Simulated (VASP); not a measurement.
Here is a VASP 6.6.1 calculation.

The input INCAR:

```
ALGO = Normal ; EDIFF = 1E-6
ENCUT = 520 ; GGA = PE
ISIF = 2 ; ISMEAR = 0
IVDW = 12 ; LASPH = True
LCHARG = False ; LREAL = False
LWAVE = False ; NBANDS = 35
NELM = 60 ; PREC = Accurate
SIGMA = 0.05
```

The input KPOINTS:

```
k-points
0
Gamma
  12 12 4
```

File POSCAR:

```
SnO2
1.0
    3.0627193022      0.0000000000      0.0000000000
   -1.5313596511      2.6523927204      0.0000000000
    0.0000000000      0.0000000000     10.6778645752
Sn O
2 4
Direct
    0.0000000000      0.0000000000      0.5000000000
    0.0000000000      0.0000000000      0.0000000000
    0.6666666667      0.3333333333      0.4017901367
    0.6666666667      0.3333333333      0.0982098633
    0.3333333333      0.6666666667      0.5982098633
    0.3333333333      0.6666666667      0.9017901367
```

Potentials or basis: VASP PAW PBE potentials, release 64 (Sn_d, O).

Run with:

```bash
$ cat potpaw_PBE.64/Sn_d/POTCAR potpaw_PBE.64/O/POTCAR > POTCAR
$ mpirun -np 1 vasp_std > vasp.out
```

**Question.** Estimate the band gap on the k mesh.

**Answer.** 3.03 eV (least direct gap 3.52 eV).

**Question.** What does it give for the largest force?

**Answer.** 0.689 eV/Å.

**Question.** Predict the pressure.

**Answer.** 16.0 GPa.

Forces in eV/Å, atoms in the order of the input:
```
Sn   0.000  0.000  0.000
Sn   0.000  0.000  0.000
O    0.000  0.000 -0.689
O    0.000  0.000  0.689
O    0.000  0.000  0.689
O    0.000  0.000 -0.689
```

Caveat: the stress differs along the axes, from 4 to 22 GPa; spin-orbit coupling is left out, which moves the levels of the heavy elements. A k mesh can miss the band edges.
